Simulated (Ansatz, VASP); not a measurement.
Two plane-wave programs on AlN

The input INCAR:

```
SYSTEM = AlN
  ALGO = Normal
  EDIFF = 1E-7
  ENCUT = 520
  GGA = PE
  ISIF = 2
  ISMEAR = 0
  LASPH = .TRUE.
  LCHARG = .TRUE.
  LELF = .TRUE.
  LREAL = .FALSE.
  LVHAR = .TRUE.
  LWAVE = .FALSE.
  NBANDS = 11
  NELM = 80
  PREC = Accurate
  SIGMA = 0.05
```

The input KPOINTS:

```
k-points
0
G
  10 10 10
  0 0 0
```

POSCAR

```
AlN
1.0
   -0.0764002333      1.8825801088      1.8825801088
    1.8825801088     -0.0764002333      1.8825801088
    1.8825801088      1.8825801088     -0.0764002333
Al N
1 1
Direct
    0.5000000000      0.5000000000      0.5000000000
    0.0000000000      0.0000000000      0.0000000000
```

Input for Ansatz:

```yaml
crystal:
  lattice:
    - [-0.0764002333, 1.8825801088, 1.8825801088]
    - [1.8825801088, -0.0764002333, 1.8825801088]
    - [1.8825801088, 1.8825801088, -0.0764002333]
  atoms:
    - { symbol: Al, position: [0.5, 0.5, 0.5] }
    - { symbol: "N", position: [0.0, 0.0, 0.0] }
basis:
  ecutwfc: 520.0
kpoints:
  mp_grid: { grid: [10, 10, 10] }
hamiltonian:
  xc: pbe
  pseudopotentials: { kind: paw, azcp: { folder: soft_1 } }
scf:
  occupations: { method: gaussian, width: 0.05 }
output:
  forces: true
  stress: true
  eigenvalues: true
```

Alike in both runs: task single point; functional PBE; k mesh 10 × 10 × 10; occupations gaussian, width 0.05 eV; no spin polarisation.

|  | VASP | Ansatz |
| --- | --- | --- |
| version | VASP 6.6.1 | Ansatz 0.2.0 |
| potentials or method | VASP PAW PBE potentials, release 64 (Al, N), cutoff 520 eV | scalar-relativistic, plane waves, PAW |
| valence electrons in the cell | 8 | 8 |

|  | VASP | Ansatz | Ansatz less VASP |
| --- | --- | --- | --- |
| gap on the k mesh at the Fermi level (eV) | 4.10 | 4.09 | -0.006 |
| least direct gap on the mesh (eV) | 7.29 | 7.26 | -0.026 |
